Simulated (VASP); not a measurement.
Input of a VASP 6.6.1 run:

Contents of INCAR:

```
ALGO = Normal
EDIFF = 1E-6
ENCUT = 520
GGA = PS
ISIF = 2
ISMEAR = 0
LASPH = T
LCHARG = F
LREAL = F
LWAVE = F
NBANDS = 8
NELM = 60
PREC = Accurate
SIGMA = 0.15
```

KPOINTS

```
k-points
0
Gamma
  36 36 14
```

The input POSCAR:

```
B
1.0
    1.7504144916      0.0000000000      0.0000000000
   -0.8752072458      1.5159034169      0.0000000000
    0.0000000000      0.0000000000      3.4388519915
B
1
Direct
    0.0000000000      0.0000000000      0.0000000000
```

Potentials or basis: VASP PAW PBE potentials, release 64 (B).

The run is started by

```sh
$ cat potpaw_PBE.64/B/POTCAR > POTCAR
$ mpirun -np 1 vasp_std > vasp.out
```

Problem. Estimate the pressure.

Solution. -12.4 GPa.

Problem. Predict the band gap on the k mesh.

Solution. Zero (an odd number of electrons rules out a gap without spin polarisation).

Stress tensor (GPa, compression positive):
```
-18.90   0.00   0.00
  0.00 -18.90   0.00
  0.00   0.00   0.49
```

Caveat: the cell stands under tension; the PAW data sets were made with another functional, which shifts forces and pressure a little.
